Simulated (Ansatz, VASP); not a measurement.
## H19NO8 in VASP and in Ansatz

```
O H N
1.0
     6.30883    0.00000    0.00000
     0.00000    6.30883    0.00000
     0.00000    0.00000    6.30883
O H N
8 19 1
Direct
  0.73057 0.67708 0.97915
  0.24002 0.16382 0.63989
  0.77632 0.07588 0.10893
  0.96617 0.90111 0.46433
  0.33769 0.52733 0.88654
  0.56455 0.31893 0.40019
  0.51007 0.72522 0.53629
  0.84647 0.32756 0.74450
  0.58497 0.61897 0.96877
  0.80464 0.59036 0.87209
  0.34731 0.20647 0.53263
  0.14947 0.04848 0.57916
  0.86761 0.02918 0.22833
  0.74279 0.93640 0.04171
  0.83613 0.87004 0.54256
  0.01512 0.75408 0.40462
  0.36737 0.60748 0.75445
  0.31412 0.38150 0.83813
  0.67105 0.30533 0.51507
  0.62157 0.23607 0.27880
  0.42690 0.83124 0.46362
  0.51959 0.60235 0.44016
  0.82364 0.24080 0.87364
  0.99443 0.29549 0.70446
  0.19113 0.54375 0.18236
  0.07510 0.40591 0.37100
  0.93437 0.53726 0.19084
  0.06652 0.54303 0.28541
```

Alike in both runs: functional PBE; dispersion D3(BJ); k mesh 1 × 1 × 1; occupations fermi-dirac, width 0.02 eV; no spin polarisation.

Ansatz relaxed the structure, and its values are those at the end. VASP's run is a single point on that final structure, the one shown.

```csv
,VASP,Ansatz
version,VASP 6.6.1,Ansatz 0.2.0
potentials or method,"VASP PAW PBE potentials, release 64 (O, H, N), cutoff 520 eV","scalar-relativistic, plane waves, PAW"
valence electrons in the cell,72,72
```

|  | VASP | Ansatz | Ansatz less VASP |
| --- | --- | --- | --- |
| gap on the k mesh at the Fermi level (eV) | 4.78 | 4.78 | +0.007 |
| rms of the force components (eV/Å) | 0.070 | 0.049 | -0.0209 |

Ansatz's warnings: xc potential rough in thin density.
